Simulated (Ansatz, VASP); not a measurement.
Two plane-wave programs on CrB2RuN

```
CELL_PARAMETERS angstrom
3.98075 0.00000 0.00000
0.00000 3.98075 0.00000
0.00000 0.00000 3.72282
ATOMIC_POSITIONS crystal
Cr 0.00000 0.00000 0.00000
B 0.00000 0.50000 0.00000
B 0.50000 0.00000 0.00000
Ru 0.50000 0.50000 0.50000
N 0.00000 0.00000 0.50000
```

Change from the starting cell: species swapped into the CsPbI2Br type (P4/mmm, No. 123).

Alike in both runs: task single point; functional PBE; k mesh 4 × 4 × 6; occupations gaussian, width 0.1 eV; collinear spin.

```csv
,VASP,Ansatz
version,VASP 6.6.1,Ansatz 0.2.0
potentials or method,"VASP PAW PBE potentials, release 64 (Cr_pv, B, Ru_pv, N), cutoff 520 eV","scalar-relativistic, plane waves, PAW"
valence electrons in the cell,37,41
```

Ansatz gave:

* gap on the k mesh at the Fermi level (eV): none
* pressure (GPa): -13.1
* traceless stress, the component that is largest in VASP (GPa): -12.13
* net moment per atom (μB): 0.46
* size of the moment on the site where the two differ most (μB): 0.59

Q: What did VASP give for the same quantities?

A: gap on the k mesh at the Fermi level (eV): none; pressure (GPa): -13.3; traceless stress, the component that is largest in VASP (GPa): -11.93; net moment per atom (μB): 0.45; size of the moment on the site where the two differ most (μB): 0.77.

Site moments also hang on the region over which each program counts them. A gap of «none» marks a metal or a gap that the smearing closes. VASP's potentials hold 37 valence electrons a cell and Ansatz's 41, so a difference there can come from the potentials and not from the codes.

The k mesh is coarse, so the values compare programs but aren't converged.
